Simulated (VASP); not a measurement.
# Au (Pm-3m) in VASP: single point with LDA

Aim: the single point of Au with LDA.

Program: VASP 6.6.1. These are calculated values, not measurements. Logs are shortened: lines on timing, memory, paths and dates and some standing lists are left out, and cuts for length are marked.

## (1) The cell of the first run

It takes space group Pm-3m (No. 221, cubic). The conventional cell has a = 5.473 Å, b = 5.473 Å, c = 5.473 Å, α = 90.00°, β = 90.00°, γ = 90.00°.

This isn't the form of Au at room conditions, which is fcc.

## (2) Single point, LDA

INCAR reads:

```
SYSTEM = Au
PREC = Accurate
ENCUT = 520
EDIFF = 1E-6
ISMEAR = -1
SIGMA = 0.05
LREAL = .FALSE.
LASPH = .TRUE.
NELM = 100
ALGO = Normal
ISIF = 2
LWAVE = .FALSE.
LCHARG = .FALSE.
NBANDS = 12
```

KPOINTS reads:

```
Automatic mesh
0
G
  4 4 4
  0 0 0
```

POSCAR reads:

```
Au
1.0
    5.4725400000      0.0000000000      0.0000000000
    0.0000000000      5.4725400000      0.0000000000
    0.0000000000      0.0000000000      5.4725400000
Au
1
Direct
    0.0000000000      0.0000000000      0.0000000000
```

Potentials or basis: VASP PAW LDA potentials, release 64 (Au).

The run is started by

```sh
$ cat potpaw_LDA.64/Au/POTCAR > POTCAR
$ mpirun -np 1 vasp_std > vasp.out
```

OUTCAR:

```text
SYSTEM = Au
   PREC = Accurate
   ENCUT = 520
   EDIFF = 1E-6
   ISMEAR = -1
   LREAL = .FALSE.
   LASPH = .TRUE.
   NELM = 100
   ISIF = 2

 ion  position               nearest neighbor table
   1  0.000  0.000  0.000-

  LATTYP: Found a simple cubic cell.
 ALAT       =     5.4725400000

  Lattice vectors:

 A1 = (   5.4725400000,   0.0000000000,   0.0000000000)
 A2 = (   0.0000000000,   5.4725400000,   0.0000000000)
 A3 = (   0.0000000000,   0.0000000000,   5.4725400000)

Analysis of symmetry for initial positions (statically):
=====================================================================
 Subroutine PRICEL returns:
 Original cell was already a primitive cell.

 Routine SETGRP: Setting up the symmetry group for a
 simple cubic supercell.

 Subroutine GETGRP returns: Found 48 space group operations
 (whereof 48 operations were pure point group operations)
 out of a pool of 48 trial point group operations.

The static configuration has the point symmetry O_h .

Analysis of symmetry for dynamics (positions and initial velocities):
=====================================================================
 Subroutine PRICEL returns:
 Original cell was already a primitive cell.

 Routine SETGRP: Setting up the symmetry group for a
 simple cubic supercell.

 Subroutine GETGRP returns: Found 48 space group operations
 (whereof 48 operations were pure point group operations)
 out of a pool of 48 trial point group operations.

The dynamic configuration has the point symmetry O_h .

 Subroutine INISYM returns: Found 48 space group operations
 (whereof 48 operations are pure point group operations),
 and found     1 'primitive' translations

----------------------------------------------------------------------------------------

                                     Primitive cell

  volume of cell :     163.8954

  direct lattice vectors                    reciprocal lattice vectors
     5.472540000  0.000000000  0.000000000     0.182730505  0.000000000  0.000000000
     0.000000000  5.472540000  0.000000000     0.000000000  0.182730505  0.000000000
     0.000000000  0.000000000  5.472540000     0.000000000  0.000000000  0.182730505

  length of vectors
     5.472540000  5.472540000  5.472540000     0.182730505  0.182730505  0.182730505

  position of ions in fractional coordinates (direct lattice)
     0.000000000  0.000000000  0.000000000

  ion indices of the primitive-cell ions
   primitive index   ion index
                 1           1

----------------------------------------------------------------------------------------

 KPOINTS: Automatic mesh

Automatic generation of k-mesh.
 Grid dimensions read from file:
 generate k-points for:    4    4    4

 Generating k-lattice:

  Cartesian coordinates                     Fractional coordinates (reciprocal lattice)
     0.045682626  0.000000000  0.000000000     0.250000000  0.000000000  0.000000000
     0.000000000  0.045682626  0.000000000     0.000000000  0.250000000  0.000000000
     0.000000000  0.000000000  0.045682626     0.000000000  0.000000000  0.250000000

  Length of vectors
     0.045682626  0.045682626  0.045682626

  Shift w.r.t. Gamma in fractional coordinates (k-lattice)
     0.000000000  0.000000000  0.000000000

 Subroutine IBZKPT returns following result:
 ===========================================

 Found     10 irreducible k-points:

 Following reciprocal coordinates:
            Coordinates               Weight
  0.000000  0.000000  0.000000      1.000000
  0.250000  0.000000  0.000000      6.000000
  0.500000  0.000000  0.000000      3.000000
  0.250000  0.250000  0.000000     12.000000
  0.500000  0.250000  0.000000     12.000000
  0.500000  0.500000  0.000000      3.000000
  0.250000  0.250000  0.250000      8.000000
  0.500000  0.250000  0.250000     12.000000
  0.500000  0.500000  0.250000      6.000000
  0.500000  0.500000  0.500000      1.000000
   k-points           NKPTS =     10   k-points in BZ     NKDIM =     10   number of bands    NBANDS=     12
   number of dos      NEDOS =    301   number of ions     NIONS =      1
   total plane-waves  NPLWV =  74088
   dimension x,y,z NGX =    42 NGY =   42 NGZ =   42
   dimension x,y,z NGXF=    84 NGYF=   84 NGZF=   84
   ions per type =               1
   NGX,Y,Z   is equivalent  to a cutoff of  12.76, 12.76, 12.76 a.u.
   NGXF,Y,Z  is equivalent  to a cutoff of  25.52, 25.52, 25.52 a.u.
 SYSTEM =  Au
   PREC   = accura    normal or accurate (medium, high low for compatibility)
   ISTART =      0    job   : 0-new  1-cont  2-samecut
   ICHARG =      2    charge: 1-file 2-atom 10-const
   ISPIN  =      1    spin polarized calculation?
   LNONCOLLINEAR =      F non collinear calculations
   LSORBIT =      F    spin-orbit coupling
   LASPH  =      T    aspherical Exc in radial PAW
   ENCUT  =  520.0 eV  38.22 Ry    6.18 a.u.  10.18 10.18 10.18*2*pi/ulx,y,z
   NELM   =    100;   NELMIN=  2; NELMDL= -5     # of ELM steps
   EDIFF  = 0.1E-05   stopping-criterion for ELM
   LREAL  =      F    real-space projection
   EDIFFG = 0.1E-04   stopping-criterion for IOM
   NSW    =      0    number of steps for IOM
   IBRION =     -1    ionic relax: 0-MD 1-quasi-New 2-CG
   NFREE  =      0    steps in history (QN), initial steepest desc. (CG)
   ISIF   =      2    stress and relaxation
   ISYM   =      2    0-nonsym 1-usesym 2-fastsym
   POTIM  = 0.5000    time-step for ionic-motion
   TEBEG  =    0.0;   TEEND  =   0.0 temperature during run
   PSTRESS=    0.0 pullay stress
   NELECT =      11.0000    total number of electrons
   NUPDOWN=      -1.0000    fix difference up-down
   EMIN   =  10.00;   EMAX   =-10.00  energy-range for DOS
   EFERMI =   0.00;   METHOD = LEGACY
   ISMEAR =    -1;   SIGMA  =   0.05  broadening in eV -4-tet -1-fermi 0-gaus
   EFERMI_NEDOS =   21; number of points for ismear=-14 and -15
   IALGO  =     38    algorithm
   IMIX   =      4    mixing-type and parameters
     AMIX     =   0.40;   BMIX     =  1.00
     AMIX_MAG =   1.60;   BMIX_MAG =  1.00
  volume/ion in A,a.u.               =     163.90      1106.02
  Fermi-wavevector in a.u.,A,eV,Ry     =   0.665299  1.257233  6.022246  0.442623
  Thomas-Fermi vector in A             =   1.739251
   LORBIT       =      0    0 simple, 1 ext, 2 COOP (PROOUT), +10 PAW based schemes
   GGA     = CA    functional components
   LHFCALC =     F    Hartree Fock is set to
   AEXX    =    0.0000 exact exchange contribution
   IVDW    =     0    specifies the selected vdW correction
   LEPSILON=     F    determine dielectric tensor
   LRPA    =     F    only Hartree local field effects (RPA)
 non-spin polarized calculation
  energy-cutoff  :      520.00
  volume of cell :      163.90
 maximum number of plane-waves:      4468
 NGX is ok and might be reduce to    42
   NGX = 21   NGY = 21   NGZ = 21

 number of electron      11.0000000 magnetization

 Free energy of the ion-electron system (eV)
  ---------------------------------------------------
  ext. energy  EPLUGINS =         0.00000000
  ---------------------------------------------------
  free energy    TOTEN  =        -0.16181176 eV

  energy without entropy =       -0.12509558  energy(sigma->0) =       -0.14345367

 E-fermi :  -4.6598     XC(G=0):  -3.6377

 val. band max:       -4.6755214510   @ k =   0.2500   0.2500   0.2500
 cond. band min:      -4.6488670328   @ k =   0.5000   0.2500   0.0000
 fundamental gap:      0.0266544182
 Fermi energy:        -4.6598366229

 k-point     1 :       0.0000    0.0000    0.0000
  band No.  band energies     occupation
      1      -5.8098      2.00000
      2      -5.8098      2.00000
      3      -5.7602      2.00000
      4      -5.7602      2.00000
      5      -5.7602      2.00000
      6      -5.0138      1.99832
      7       1.5672      0.00000
      8       1.5672      0.00000
      9       1.5672      0.00000
     10       1.7300      0.00000
     11       3.9836      0.00000
     12       3.9836      0.00000

 k-point     2 :       0.2500    0.0000    0.0000
  band No.  band energies     occupation
      1      -5.8086      2.00000
      2      -5.7906      2.00000
      3      -5.7668      2.00000
      4      -5.7668      2.00000
      5      -5.7597      2.00000
      6      -4.8946      1.98188
      7       0.0808      0.00000
      8       1.7374      0.00000
      9       1.7374      0.00000
     10       2.5923      0.00000
     11       4.2550      0.00000
     12       5.1266      0.00000

 k-point     3 :       0.5000    0.0000    0.0000
  band No.  band energies     occupation
      1      -5.8074      2.00000
      2      -5.7737      2.00000
      3      -5.7734      2.00000
      4      -5.7734      2.00000
      5      -5.7591      2.00000
      6      -4.7524      1.72876
      7      -0.6528      0.00000
      8       1.9412      0.00000
      9       1.9412      0.00000
     10       3.1280      0.00000
     11       4.3350      0.00000
     12       4.8548      0.00000

 k-point     4 :       0.2500    0.2500    0.0000
  band No.  band energies     occupation
      1      -5.7993      2.00000
      2      -5.7774      2.00000
      3      -5.7747      2.00000
      4      -5.7663      2.00000
      5      -5.7660      2.00000
      6      -4.7822      1.84080
      7       0.1549      0.00000
      8       0.5094      0.00000
      9       1.9011      0.00000
     10       3.3933      0.00000
     11       3.9463      0.00000
     12       5.7016      0.00000

 k-point     5 :       0.5000    0.2500    0.0000
  band No.  band energies     occupation
      1      -5.7963      2.00000
      2      -5.7824      2.00000
      3      -5.7727      2.00000
      4      -5.7655      2.00000
      5      -5.7601      2.00000
      6      -4.6489      0.89074
      7      -0.4236      0.00000
      8       0.6317      0.00000
      9       2.0946      0.00000
     10       3.0162      0.00000
     11       4.0387      0.00000
     12       5.2031      0.00000

 k-point     6 :       0.5000    0.5000    0.0000
  band No.  band energies     occupation
      1      -5.7914      2.00000
      2      -5.7910      2.00000
      3      -5.7719      2.00000
      4      -5.7719      2.00000
      5      -5.7427      2.00000
      6      -4.5264      0.12980
      7      -0.1044      0.00000
      8      -0.1044      0.00000
      9       2.1283      0.00000
     10       2.2719      0.00000
     11       4.6707      0.00000
     12       5.6052      0.00000

 k-point     7 :       0.2500    0.2500    0.2500
  band No.  band energies     occupation
      1      -5.7768      2.00000
      2      -5.7768      2.00000
      3      -5.7743      2.00000
      4      -5.7734      2.00000
      5      -5.7734      2.00000
      6      -4.6755      1.15557
      7       0.2651      0.00000
      8       0.7102      0.00000
      9       0.7102      0.00000
     10       3.6429      0.00000
     11       4.4921      0.00000
     12       4.4921      0.00000

 k-point     8 :       0.5000    0.2500    0.2500
  band No.  band energies     occupation
      1      -5.7818      2.00000
      2      -5.7811      2.00000
      3      -5.7756      2.00000
      4      -5.7731      2.00000
      5      -5.7556      2.00000
      6      -4.5496      0.19852
      7      -0.2014      0.00000
      8       0.7162      0.00000
      9       0.9703      0.00000
     10       3.0632      0.00000
     11       3.6758      0.00000
     12       4.6599      0.00000

 k-point     9 :       0.5000    0.5000    0.2500
  band No.  band energies     occupation
      1      -5.7901      2.00000
      2      -5.7804      2.00000
      3      -5.7804      2.00000
      4      -5.7657      2.00000
      5      -5.7423      2.00000
      6      -4.4329      0.02117
      7       0.1020      0.00000
      8       0.1020      0.00000
      9       1.0949      0.00000
     10       2.4188      0.00000
     11       3.9484      0.00000
     12       3.9484      0.00000

 k-point    10 :       0.5000    0.5000    0.5000
  band No.  band energies     occupation
      1      -5.7889      2.00000
      2      -5.7889      2.00000
      3      -5.7889      2.00000
      4      -5.7419      2.00000
      5      -5.7419      2.00000
      6      -4.3238      0.00241
      7       0.3703      0.00000
      8       0.3703      0.00000
      9       0.3703      0.00000
     10       3.0913      0.00000
     11       3.0913      0.00000
     12       3.0913      0.00000

------------------------ aborting loop because EDIFF is reached ----------------------------------------

  FORCE on cell =-STRESS in cart. coord.  units (eV):
  Direction    XX          YY          ZZ          XY          YZ          ZX
  --------------------------------------------------------------------------------------
  -------------------------------------------------------------------------------------
  Total       -0.3248135     -0.3248135     -0.3248135     -0.0000000      0.0000000     -0.0000000
  in kB       -3.1752492     -3.1752492     -3.1752492     -0.0000000      0.0000000     -0.0000000
  external PRESSURE =      -3.1752492 kB  Pullay stress =       0.0000000 kB

 VOLUME and BASIS-vectors are now :
 -----------------------------------------------------------------------------
  energy-cutoff  :      520.00
  volume of cell :      163.90
      direct lattice vectors                 reciprocal lattice vectors
     5.472540000  0.000000000  0.000000000     0.182730505  0.000000000  0.000000000
     0.000000000  5.472540000  0.000000000     0.000000000  0.182730505  0.000000000
     0.000000000  0.000000000  5.472540000     0.000000000  0.000000000  0.182730505

 POSITION                                       TOTAL-FORCE (eV/Angst)
 -----------------------------------------------------------------------------------
      0.00000      0.00000      0.00000         0.000000      0.000000      0.000000
 -----------------------------------------------------------------------------------
    total drift:                               -0.000000     -0.000000     -0.000000

  FREE ENERGIE OF THE ION-ELECTRON SYSTEM (eV)
  ---------------------------------------------------
  free  energy   TOTEN  =        -0.1618117613 eV

  energy  without entropy=       -0.1250955831  energy(sigma->0) =       -0.14345367
```

It took 29 s on 1 thread of Intel Xeon 8259CL, shared host; peak memory 0.2 GiB.

What came out:

- Free energy: -0.1618 eV
- Pressure: -0.3 GPa
- Band gap on the k mesh: zero (an odd number of electrons rules out a gap without spin polarisation)

Caveat: spin-orbit coupling is left out, which moves the levels of the heavy elements.
